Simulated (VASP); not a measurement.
TaN:

```
Ta N
1.0
     5.19600    0.00000    0.00000
    -2.59800    4.49987    0.00000
     0.00000    0.00000    2.91100
Ta N
3 3
Direct
  0.33333 0.66667 0.50000
  0.66667 0.33333 0.50000
  0.00000 0.00000 0.00000
  0.39285 0.00000 0.00000
  0.60715 0.60715 0.00000
  0.00000 0.39285 0.00000
```

Base run:

| Item | Value |
| --- | --- |
| Program | VASP 6.6.1 |
| Functional | BLYP |
| Potentials or basis | VASP PAW PBE potentials, release 64 (Ta_pv, N) |
| Cutoff | 520 eV |
| k mesh | 5 × 5 × 7 |
| Occupations | fermi-dirac, width 0.1 eV |
| Spin | no spin polarisation |

Its results: band gap on the k mesh zero (band 24 reaches 10.40 eV, above the bottom of band 25 at 7.83 eV); pressure 17.3 GPa; largest force 0.018 eV/Å.

Problem. The run is repeated on the same cell with these changes: functional from BLYP to PBEsol. What comes out?

Solution. Band gap on the k mesh zero (band 24 reaches 9.78 eV, above the bottom of band 25 at 7.15 eV); pressure -3.0 GPa; largest force 0.024 eV/Å.

PBEsol binds more tightly than BLYP, so the same cell stands under less pressure.

Caveats: the PAW data sets were made with another functional, which shifts forces and pressure a little; spin-orbit coupling is left out, which moves the levels of the heavy elements.
